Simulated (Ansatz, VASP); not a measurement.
Eu: VASP beside Ansatz

File INCAR:

```
PREC     = Accurate       # precision mode
ENCUT    = 520            # plane-wave cutoff, eV
EDIFF    = 1E-7           # SCF threshold, eV
ISMEAR   = 1              # smearing method
SIGMA    = 0.03           # smearing width, eV
LREAL    = False          # projectors in reciprocal space
LASPH    = True           # aspherical terms in the spheres
NELM     = 150            # most SCF steps
ALGO     = Normal         # electronic algorithm
ISIF     = 2              # what is computed and relaxed
LWAVE    = False          # write WAVECAR
LCHARG   = False          # write CHGCAR
ISPIN    = 2              # spin polarisation
MAGMOM   = 6.925          # initial moments
LORBIT   = 11             # projections on sites
LMAXMIX  = 6              # l up to which the mixer works
GGA      = CA             # functional
NBANDS   = 18             # bands
```

Contents of KPOINTS:

```
regular mesh
0
Gamma
  11 11 11
```

The input POSCAR:

```
Eu
1.0
   -2.0544259245      2.0544259245      2.0544259245
    2.0544259245     -2.0544259245      2.0544259245
    2.0544259245      2.0544259245     -2.0544259245
Eu
1
Direct
    0.0000000000      0.0000000000      0.0000000000
```

Input for Ansatz:

```yaml
crystal:
  lattice:
    - [-2.0544259245, 2.0544259245, 2.0544259245]
    - [2.0544259245, -2.0544259245, 2.0544259245]
    - [2.0544259245, 2.0544259245, -2.0544259245]
  atoms:
    - { symbol: Eu, position: [0.0, 0.0, 0.0], spin: 6.925 }
hamiltonian:
  xc: lda
  pseudopotentials:
    kind: paw
    azcp:
      Eu: "pseudopotentials/Eu.paw.azcp"
basis:
  ecutwfc: 420
  fft_grid_basis: typed
kpoints:
  mp_grid: { grid: [11, 11, 11], shift: [0, 0, 0] }
magnetization:
  spin_polarized: true
scf:
  occupations: { method: methfessel_paxton, width: 0.03 }
  lower_state_search: "off"
output:
  stress: true
```

Alike in both runs: task single point; functional LDA; k mesh 11 × 11 × 11; occupations methfessel-paxton of order 1, width 0.03 eV; collinear spin.

```csv
,VASP,Ansatz
version,VASP 6.6.1,Ansatz 0.2.0
potentials or method,"VASP PAW PBE potentials, release 64 (Eu), cutoff 520 eV","plane waves (420 eV) with PAW, scalar-relativistic"
valence electrons in the cell,17,17
```

|  | VASP | Ansatz | Ansatz less VASP |
| --- | --- | --- | --- |
| pressure (GPa) | -0.3 | 0.0 | +0.32 |
| net moment per atom (μB) | 7.09 | 7.17 | +0.085 |
| size of the moment on the site where the two differ most (μB) | 6.62 | 6.93 | +0.306 |

VASP's potentials were made for PBE, not for LDA, and Ansatz warns of the same on its side. LDA's correlation is that of Perdew and Zunger in VASP and of Perdew and Wang (1992) in Ansatz. Site moments also hang on the region over which each program counts them. Ansatz's warnings: stability check not made.

Neither program's run includes spin-orbit coupling.
